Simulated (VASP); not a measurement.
# C18Se in VASP: single point with PBEsol

Aim: the single point of C18Se with PBEsol.

Everything below comes from runs of VASP 6.6.1. Logs are shortened: lines on timing, memory, paths and dates and some standing lists are left out, and cuts for length are marked.

## Step 1: The cell of the first run

The cell holds a slab with vacuum, 19 atoms: a = 7.398 Å, b = 7.398 Å, c = 11.000 Å, α = 90.00°, β = 90.00°, γ = 120.00°.

## Step 2: Single point, PBEsol

Contents of INCAR:

```
PREC = Accurate
ENCUT = 520
EDIFF = 1E-6
ISMEAR = 0
SIGMA = 0.02
LREAL = Auto
LASPH = True
NELM = 60
ALGO = Normal
ISIF = 2
LWAVE = False
LCHARG = True
GGA = PS
LELF = True
LVHAR = True
NBANDS = 54
```

Contents of KPOINTS:

```
regular mesh
0
Gamma
  2 2 1
```

Contents of POSCAR:

```
C18Se
1.0
    7.3980000000      0.0000000000      0.0000000000
   -3.6990000000      6.4068560000      0.0000000000
    0.0000000000      0.0000000000     11.0000000000
C Se
18 1
Direct
   -0.0001435851      0.0010215619      0.0846459091
    0.2244232425      0.1139524597      0.0848826364
   -0.0022863422      0.3333564856      0.1084476364
    0.2254883078      0.4474708032      0.1041183636
    0.0000078544      0.6679283880      0.0845864545
    0.2243343486      0.7796132768      0.0843772727
    0.3353820675      0.0023034699      0.0831957273
    0.5567563998      0.1130407801      0.0862117273
    0.3347934288      0.3333113777      0.0908140909
    0.5567886327      0.4461063273      0.0875048182
    0.3346903761      0.6704815903      0.0901832727
    0.5568774248      0.7798608241      0.0869202727
    0.6669112967      0.0001559267      0.0864196364
    0.8883788243      0.1083486190      0.0903040000
    0.6668039480      0.3357052195      0.0869778182
    0.8885785352      0.4492424990      0.0906634545
    0.6678590073      0.6685263412      0.0872852727
    0.8888235685      0.7790437307      0.0837499091
    0.0467779683      0.3587781589      0.2941664545
```

Potentials or basis: VASP PAW PBE potentials, release 64 (C, Se).

Started as:

```sh
$ cat potpaw_PBE.64/C/POTCAR potpaw_PBE.64/Se/POTCAR > POTCAR
$ mpirun -np 1 vasp_std > vasp.out
```

OUTCAR:

```text
PREC = Accurate
   ENCUT = 520
   EDIFF = 1E-6
   ISMEAR = 0
   LREAL = Auto
   LASPH = True
   NELM = 60
   ISIF = 2
   GGA = PS

 ion  position               nearest neighbor table
   1  1.000  0.001  0.085-  14 1.40  18 1.42   2 1.44
   2  0.224  0.114  0.085-   9 1.41   7 1.43   1 1.44
   3  0.998  0.333  0.108-  16 1.46  14 1.46   4 1.46  19 2.07
   4  0.225  0.447  0.104-  11 1.44   9 1.44   3 1.46  19 2.38
   5  0.000  0.668  0.085-  16 1.40  18 1.42   6 1.44
   6  0.224  0.780  0.084-  11 1.41   7 1.43   5 1.44
   7  0.335  0.002  0.083-   8 1.42   2 1.43   6 1.43
   8  0.557  0.113  0.086-   7 1.42  15 1.43  13 1.43
   9  0.335  0.333  0.091-   2 1.41  10 1.42   4 1.44
  10  0.557  0.446  0.088-  15 1.41   9 1.42  17 1.43
  11  0.335  0.670  0.090-   6 1.41  12 1.42   4 1.44
  12  0.557  0.780  0.087-  13 1.41  11 1.42  17 1.42
  13  0.667  0.000  0.086-  12 1.41  14 1.42   8 1.43
  14  0.888  0.108  0.090-   1 1.40  13 1.42   3 1.46
  15  0.667  0.336  0.087-  10 1.41  16 1.42   8 1.43
  16  0.889  0.449  0.091-   5 1.40  15 1.42   3 1.46
  17  0.668  0.669  0.087-  18 1.42  12 1.42  10 1.43
  18  0.889  0.779  0.084-  17 1.42   1 1.42   5 1.42
  19  0.047  0.359  0.294-   3 2.07   4 2.38

  LATTYP: Found a hexagonal cell.
 ALAT       =     7.3980000000
 C/A-ratio  =     1.4868883482

  Lattice vectors:

 A1 = (   7.3980000000,   0.0000000000,   0.0000000000)
 A2 = (  -3.6990000000,   6.4068560000,   0.0000000000)
 A3 = (   0.0000000000,   0.0000000000,  11.0000000000)

Analysis of symmetry for initial positions (statically):
=====================================================================
 Subroutine PRICEL returns:
 Original cell was already a primitive cell.

 Routine SETGRP: Setting up the symmetry group for a
 hexagonal supercell.

 Subroutine GETGRP returns: Found  1 space group operations
 (whereof  1 operations were pure point group operations)
 out of a pool of 24 trial point group operations.

The static configuration has the point symmetry C_1 .

Analysis of symmetry for dynamics (positions and initial velocities):
=====================================================================
 Subroutine PRICEL returns:
 Original cell was already a primitive cell.

 Routine SETGRP: Setting up the symmetry group for a
 hexagonal supercell.

 Subroutine GETGRP returns: Found  1 space group operations
 (whereof  1 operations were pure point group operations)
 out of a pool of 24 trial point group operations.

[... 112 lines left out ...]
   NELM   =     60;   NELMIN=  2; NELMDL= -5     # of ELM steps
   EDIFF  = 0.1E-05   stopping-criterion for ELM
   LREAL  =      T    real-space projection
   EDIFFG = 0.1E-04   stopping-criterion for IOM
   NSW    =      0    number of steps for IOM
[... 5 lines left out ...]
   TEBEG  =    0.0;   TEEND  =   0.0 temperature during run
   PSTRESS=    0.0 pullay stress
   NELECT =      78.0000    total number of electrons
   NUPDOWN=      -1.0000    fix difference up-down
   EMIN   =  10.00;   EMAX   =-10.00  energy-range for DOS
   EFERMI =   0.00;   METHOD = LEGACY
   ISMEAR =     0;   SIGMA  =   0.02  broadening in eV -4-tet -1-fermi 0-gaus
   EFERMI_NEDOS =   21; number of points for ismear=-14 and -15
   IALGO  =     38    algorithm
   IMIX   =      4    mixing-type and parameters
     AMIX     =   0.40;   BMIX     =  1.00
     AMIX_MAG =   1.60;   BMIX_MAG =  1.00
  volume/ion in A,a.u.               =      27.44       185.18
  Fermi-wavevector in a.u.,A,eV,Ry     =   0.869072  1.642308 10.276289  0.755286
  Thomas-Fermi vector in A             =   1.987841
   LORBIT       =      0    0 simple, 1 ext, 2 COOP (PROOUT), +10 PAW based schemes
   GGA     = PS    functional components
   LHFCALC =     F    Hartree Fock is set to
   AEXX    =    0.0000 exact exchange contribution
   IVDW    =     0    specifies the selected vdW correction
   LEPSILON=     F    determine dielectric tensor
   LRPA    =     F    only Hartree local field effects (RPA)
 non-spin polarized calculation
 Gauss-broadening in eV      SIGMA  =   0.02
  energy-cutoff  :      520.00
  volume of cell :      521.38
 maximum number of plane-waves:     14099
 NGX is ok and might be reduce to    56
   NGX = 27   NGY = 27   NGZ = 41

 number of electron      77.9999999 magnetization

 Free energy of the ion-electron system (eV)
  ---------------------------------------------------
  ext. energy  EPLUGINS =         0.00000000
  ---------------------------------------------------
  free energy    TOTEN  =      -174.61407000 eV

  energy without entropy =     -174.61407000  energy(sigma->0) =     -174.61407000

 E-fermi :  -1.4193     XC(G=0):  -4.5060

 val. band max:       -1.5288921663   @ k =   0.0000   0.0000   0.0000
 cond. band min:      -1.3262872680   @ k =   0.0000   0.0000   0.0000
 fundamental gap:      0.2026048984
 Fermi energy:        -1.4193244129

 k-point     1 :       0.0000    0.0000    0.0000
  band No.  band energies     occupation
      1     -21.1409      2.00000
      2     -18.9476      2.00000
      3     -18.5201      2.00000
      4     -18.5137      2.00000
      5     -18.4510      2.00000
      6     -18.4119      2.00000
[... 205 lines left out ...]
     50       4.4359      0.00000
     51       4.6680      0.00000
 [bands above 51 left out]

------------------------ aborting loop because EDIFF is reached ----------------------------------------

  FORCE on cell =-STRESS in cart. coord.  units (eV):
  Direction    XX          YY          ZZ          XY          YZ          ZX
  --------------------------------------------------------------------------------------
  -------------------------------------------------------------------------------------
  Total       -0.0112097     -0.9620802      0.0305672      0.9073397      0.4241826      0.8365527
  in kB       -0.0344472     -2.9564456      0.0939321      2.7882295      1.3035013      2.5707031
  external PRESSURE =      -0.9656536 kB  Pullay stress =       0.0000000 kB

 VOLUME and BASIS-vectors are now :
 -----------------------------------------------------------------------------
  energy-cutoff  :      520.00
  volume of cell :      521.38
      direct lattice vectors                 reciprocal lattice vectors
     7.398000000  0.000000000  0.000000000     0.135171668  0.078041398  0.000000000
    -3.699000000  6.406856000  0.000000000     0.000000000  0.156082796  0.000000000
     0.000000000  0.000000000 11.000000000     0.000000000  0.000000000  0.090909091

 POSITION                                       TOTAL-FORCE (eV/Angst)
 -----------------------------------------------------------------------------------
      7.39316      0.00654      0.93111        -0.155773      0.052446     -0.061168
      1.23877      0.73008      0.93371         0.055209      0.065414      0.005695
      6.14800      2.13577      1.19292        -0.021844      0.002299     -0.074744
      0.01297      2.86688      1.14530        -0.075038     -0.103760      0.157168
     -2.47061      4.27932      0.93045        -0.106403     -0.128700     -0.047462
     -1.22416      4.99487      0.92815         0.147569      0.015197      0.024773
[... 11 lines left out ...]
      3.69383      4.99122      0.92125        -0.029047     -0.067564     -0.043522
     -0.98106      2.29864      3.23583         0.366534      0.196061      0.053934
 -----------------------------------------------------------------------------------
    total drift:                                0.025516      0.007548      0.023444

  FREE ENERGIE OF THE ION-ELECTRON SYSTEM (eV)
  ---------------------------------------------------
  free  energy   TOTEN  =      -174.6140699985 eV

  energy  without entropy=     -174.6140699985  energy(sigma->0) =     -174.61407000
```

stdout:

```text
POSCAR found type information on POSCAR C Se
 POSCAR found :  2 types and      19 ions
 scaLAPACK will be used
 -----------------------------------------------------------------------------
|                                                                             |
|                                                                             |
|     You enforced a specific xc type in the INCAR file but a different       |
|     I HOPE YOU KNOW WHAT YOU ARE DOING!                                     |
|                                                                             |
 -----------------------------------------------------------------------------

 LDA part: xc-table for (Slater+PW92), standard interpolation
 POSCAR, INCAR and KPOINTS ok, starting setup
 FFT: planning ... GRIDC
 FFT: planning ... GRID_SOFT
 FFT: planning ... GRID
 WAVECAR not read
 entering main loop
```

It took 7.7 min on 1 thread of Intel Xeon 8259CL, shared host; peak memory 0.57 GiB.

What came out:

| Property | Result |
| --- | --- |
| Free energy | -174.6141 eV |
| Largest force | 0.419 eV/Å |
| Band gap on the k mesh | 0.20 eV |

Forces on the atoms (eV/Å):
```
C   -0.156  0.052 -0.061
C    0.055  0.065  0.006
C   -0.022  0.002 -0.075
C   -0.075 -0.104  0.157
C   -0.106 -0.129 -0.047
C    0.148  0.015  0.025
C   -0.033 -0.028 -0.021
C    0.028 -0.040 -0.010
C   -0.120 -0.053  0.082
C    0.089 -0.001  0.000
C   -0.119  0.013  0.092
C    0.013  0.044  0.014
C   -0.093 -0.093 -0.032
C    0.181 -0.085 -0.036
C   -0.115  0.062 -0.043
C   -0.032  0.146 -0.061
C    0.022  0.005  0.000
C   -0.029 -0.068 -0.044
Se   0.367  0.196  0.054
```

Caveat: the k points lie up to 0.49 Å⁻¹ apart; there is no dipole correction, which matters where the two faces differ; semilocal functionals underestimate gaps, and a narrow one can read as zero; the PAW data sets were made with another functional, which shifts forces and pressure a little.
